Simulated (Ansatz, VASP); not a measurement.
# Re: VASP beside Ansatz

```xyz
2
Lattice="2.7392 0.0000 0.0000 -1.3696 2.3722 0.0000 0.0000 0.0000 4.4119" Properties=species:S:1:pos:R:3 pbc="T T T"
Re    0.0000    1.5815    1.1030
Re    1.3696    0.7907    3.3089
```

Alike in both runs: task single point; functional LDA; k mesh 13 × 13 × 7; occupations fermi-dirac, width 1 eV; no spin polarisation.

|  | VASP | Ansatz |
| --- | --- | --- |
| version | VASP 6.6.1 | Ansatz 0.2.0 |
| potentials or method | VASP PAW LDA potentials, release 64 (Re_sv_GW), cutoff 560 eV | plane waves (420 eV) with PAW, scalar-relativistic |
| valence electrons in the cell | 30 | 30 |

|  | VASP | Ansatz | Ansatz less VASP |
| --- | --- | --- | --- |
| pressure (GPa) | 19.6 | 19.6 | -0.01 |
| traceless stress, the component that is largest in VASP (GPa) | -0.48 | -0.48 | -0.001 |

Ansatz warns that its potentials were made for another functional, while VASP's fit it. LDA's correlation is that of Perdew and Zunger in VASP and of Perdew and Wang (1992) in Ansatz.

Spin-orbit coupling is off throughout.
